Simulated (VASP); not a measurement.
A run of VASP 6.6.1 is set up as follows.

Contents of INCAR:

```
SYSTEM = AlN
PREC = Accurate
ENCUT = 520
EDIFF = 1E-6
ISMEAR = 0
SIGMA = 0.01
LREAL = Auto
LASPH = .True.
NELM = 100
ALGO = Normal
ISIF = 2
LWAVE = .False.
LCHARG = .False.
GGA = PE
NBANDS = 86
```

File KPOINTS:

```
regular mesh
0
Gamma
  2 2 2
  0 0 0
```

File POSCAR:

```
AlN
1.0
   -4.4031742015     -4.4031742015      4.4031742015
    4.4031742015     -4.4031742015     -4.4031742015
    4.4031742015      4.4031742015      4.4031742015
Al N
16 16
Direct
    0.2500000000      0.0000000000      0.7500000000
    0.0000000000      0.0000000000      0.0000000000
    0.5000000000      0.7500000000      0.7500000000
    0.2500000000      0.7500000000      0.0000000000
    0.0000000000      0.7500000000      0.2500000000
    0.7500000000      0.0000000000      0.2500000000
    0.5000000000      0.0000000000      0.5000000000
    0.0000000000      0.2500000000      0.7500000000
    0.7500000000      0.5000000000      0.7500000000
    0.5000000000      0.5000000000      0.0000000000
    0.2500000000      0.5000000000      0.2500000000
    0.0000000000      0.5000000000      0.5000000000
    0.7500000000      0.7500000000      0.5000000000
    0.7500000000      0.2500000000      0.0000000000
    0.5000000000      0.2500000000      0.2500000000
    0.2500000000      0.2500000000      0.5000000000
    0.2500000000      0.7500000000      0.7500000000
    0.0000000000      0.7500000000      0.0000000000
    0.5000000000      0.5000000000      0.7500000000
    0.2500000000      0.5000000000      0.0000000000
    0.0000000000      0.5000000000      0.2500000000
    0.7500000000      0.7500000000      0.2500000000
    0.5000000000      0.7500000000      0.5000000000
    0.0000000000      0.0000000000      0.7500000000
    0.7500000000      0.2500000000      0.7500000000
    0.5000000000      0.2500000000      0.0000000000
    0.2500000000      0.2500000000      0.2500000000
    0.0000000000      0.2500000000      0.5000000000
    0.7500000000      0.5000000000      0.5000000000
    0.7500000000      0.0000000000      0.0000000000
    0.5000000000      0.0000000000      0.2500000000
    0.2500000000      0.0000000000      0.5000000000
```

Potentials or basis: VASP PAW PBE potentials, release 64 (Al, N).

Launch:

```console
$ cat potpaw_PBE.64/Al/POTCAR potpaw_PBE.64/N/POTCAR > POTCAR
$ mpirun -np 1 vasp_std > vasp.out
```

(1) Predict the band gap on the k mesh.

(2) Estimate the pressure.

Results:

(1) 3.30 eV.

(2) -0.4 GPa.

Caveat: the k points lie up to 0.50 Å⁻¹ apart.
